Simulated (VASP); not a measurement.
AlN, 8 atoms in the cell. Symmetry: Pm, No. 6, monoclinic system. The conventional cell has a = 3.313 Å, b = 4.187 Å, c = 5.739 Å, α = 90.00°, β = 90.00°, γ = 90.00°. Within 1.9 Å of Al (site symmetry m) lie 1 N at 1.41 Å. Within 2.5 Å of Al (site symmetry m) lie 5 N at 1.91 to 2.09 Å. Al (site symmetry m) has 5 N at 1.91 to 2.09 Å and 2 Al at 2.53 Å within 2.6 Å. Within 2.5 Å of Al (site symmetry m) lie 5 N at 1.91 to 2.09 Å. Within 2.5 Å of N (site symmetry m) lie 5 Al at 1.91 to 2.16 Å. N (site symmetry m) has 5 Al at 1.91 to 2.09 Å within 2.5 Å. N (site symmetry m) has 2 Al at 1.41 to 1.91 Å within 2.0 Å. N (site symmetry m) has 5 Al at 1.91 to 2.12 Å within 2.5 Å.  This cell differs from its parent crystal: atom 1 (Al) moved by -0.126 Å along [1 0 0] and +0.504 Å along [1 2 0].

| Item | Value |
| --- | --- |
| Program | VASP 6.6.1 |
| Task | single point |
| Functional | PBE |
| Potentials or basis | VASP PAW PBE potentials, release 64 (Al, N) |
| Cutoff | 520 eV |
| k mesh | 8 × 6 × 4 |
| Occupations | gaussian, width 0.05 eV |
| Spin | no spin polarisation |
| Dipole correction | no |
| Further INCAR settings | ALGO = Normal; EDIFF = 1e-07; NBANDS = 26 |

Potentials or basis: VASP PAW PBE potentials, release 64 (Al, N).

Command:

```console
$ cat potpaw_PBE.64/Al/POTCAR potpaw_PBE.64/N/POTCAR > POTCAR
$ mpirun -np 1 vasp_std > vasp.out
```

Hardware: 1 thread of Intel(R) Xeon(R) Platinum 8259CL CPU @ 2.50GHz (Skylake/Cascade Lake), with other jobs on the host.

Q: Estimate the wall time of this run.

A: It took 2.4 min on 1 thread of Intel(R) Xeon(R) Platinum 8259CL CPU @ 2.50GHz (Skylake/Cascade Lake), with other jobs on the host, peak memory 0.25 GiB. Counts: scf iterations 16, k points 72.
